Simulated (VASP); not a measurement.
Here is a VASP 6.6.1 calculation.

File INCAR:

```
  ALGO = Normal
  EDIFF = 1E-6
  ENCUT = 520
  GGA = RP
  ISIF = 2
  ISMEAR = -1
  LASPH = T
  LCHARG = F
  LREAL = F
  LWAVE = F
  NBANDS = 51
  NELM = 60
  PREC = Accurate
  SIGMA = 0.05
```

KPOINTS

```
k-points
0
Gamma
  7 5 5
```

The input POSCAR:

```
BaTiO3
1.0
    0.0000723659     -2.8041884886     -2.8045268004
   -4.1801825601      2.9603715093     -2.9601282923
    4.2478454868      3.0077797750     -3.0075934150
Ba Ti O
2 2 6
Direct
    0.0007304201      0.5001781370      0.4819131703
    1.0007369588      1.0001787269     -0.0181018898
    0.5006860864      0.0001905072      0.4644927483
    0.5006999495      0.5001932425      0.9644977492
    0.5007771345      0.2374778945      0.2688728237
    0.5007777092      0.7374786945      0.7688707388
    0.5007767872      0.7636178870      0.2690028997
    0.5007760364      0.2636192800      0.7690042127
    0.0008013367      0.0004227284      0.5176166666
    1.0007975811      0.5004229022      1.0176108806
```

Potentials or basis: VASP PAW PBE potentials, release 64 (Ba_sv, Ti_sv, O).

The run is started by

```console
$ cat potpaw_PBE.64/Ba_sv/POTCAR potpaw_PBE.64/Ti_sv/POTCAR potpaw_PBE.64/O/POTCAR > POTCAR
$ mpirun -np 1 vasp_std > vasp.out
```

Q: Predict the largest force.

A: 0.083 eV/Å.

Q: Estimate the pressure.

A: 1.3 GPa.

Q: What does it give for the band gap on the k mesh?

A: 2.68 eV.

Forces in eV/Å, atoms in the order of the input:
```
Ba   0.041  0.029 -0.029
Ba   0.041  0.030 -0.029
Ti   0.059  0.042 -0.042
Ti   0.059  0.042 -0.042
O   -0.060 -0.015  0.016
O   -0.060 -0.015  0.016
O   -0.021 -0.043  0.043
O   -0.021 -0.043  0.043
O   -0.018 -0.013  0.013
O   -0.018 -0.013  0.013
```

Caveat: the PAW data sets were made with another functional, which shifts forces and pressure a little; spin-orbit coupling is left out, which moves the levels of the heavy elements; an odd mesh through Γ misses points on the zone boundary, where band edges can lie.
